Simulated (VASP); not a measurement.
Crystal: Be2C.

```
CELL_PARAMETERS angstrom
0.00000 2.16049 2.22530
2.16049 0.00000 2.22530
2.16049 2.16049 0.00000
ATOMIC_POSITIONS crystal
C 0.00000 0.00000 0.00000
Be 0.25000 0.25000 0.25000
Be 0.75000 0.75000 0.75000
```

This cell differs from its parent crystal: uniaxial z strain +3.0%.

Base run:

* Program: VASP 6.6.1
* Functional: r2SCAN
* Potentials or basis: VASP PAW PBE potentials, release 64 (C, Be)
* Cutoff: 660 eV
* k mesh: 10 × 10 × 10
* Occupations: gaussian, width 0.01 eV
* Spin: no spin polarisation

Its results: band gap on the k mesh 1.29 eV (least direct gap 4.33 eV); pressure -5.0 GPa.

Question: The run is repeated on the same cell with these changes: functional from r2SCAN to PBE; cutoff from 660 eV to 600 eV; occupations from gaussian, width 0.01 eV to fermi-dirac, width 0.02 eV. What comes out?

Answer: Band gap on the k mesh 0.93 eV (least direct gap 3.86 eV); pressure -4.4 GPa.

Caveats: the cell stands under tension; the PAW data sets were made with another functional, which shifts forces and pressure a little (at least some runs).

A k mesh can miss the band edges.
